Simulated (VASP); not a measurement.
Crystal: Mg.

```
Mg
1.0
     0.00000    2.25912    2.25912
     2.25912    0.00000    2.25912
     2.25912    2.25912    0.00000
Mg
1
Cartesian
  0.0000 0.0000 0.0000
```

This isn't the form of Mg at room conditions, which is hcp.

| Item | Value |
| --- | --- |
| Program | VASP 6.6.1 |
| Task | relaxation of cell and atoms |
| Functional | LDA |
| Potentials or basis | VASP PAW LDA potentials, release 64 (Mg) |
| Cutoff | 650 eV |
| k mesh | 14 × 14 × 14 |
| Occupations | fermi-dirac, width 0.02 eV |
| Spin | no spin polarisation |

At the start: pressure -2.2 GPa; volume 23.06 Å³/atom.

Task: How do energy, volume and symmetry change on relaxing?

Result: Over 7 steps the energy falls by 10.3 meV/atom and the volume is 21.65 Å³/atom (-6.1 %); space group Fm-3m (No. 225, to 0.1 Å) before and after.

Step by step:
```
step  energy change (eV)  largest force (eV/Å)  pressure (GPa)  volume (Å³)
   1              0.0000                0.0000           -2.22        23.06
   2             -0.0096                0.0000           -0.63        22.01
   3             -0.0103                0.0000           -0.03        21.67
   4             -0.0103                0.0000            0.03        21.64
   5             -0.0103                0.0000            0.00        21.65
   6             -0.0103                0.0000            0.00        21.65
   7             -0.0103                0.0000            0.00        21.65
```

Final structure:
```
Mg
1.0
     0.00000    2.21209    2.21209
     2.21209    0.00000    2.21209
     2.21209    2.21209    0.00000
Mg
1
Direct
  0.00000 0.00000 0.00000
```
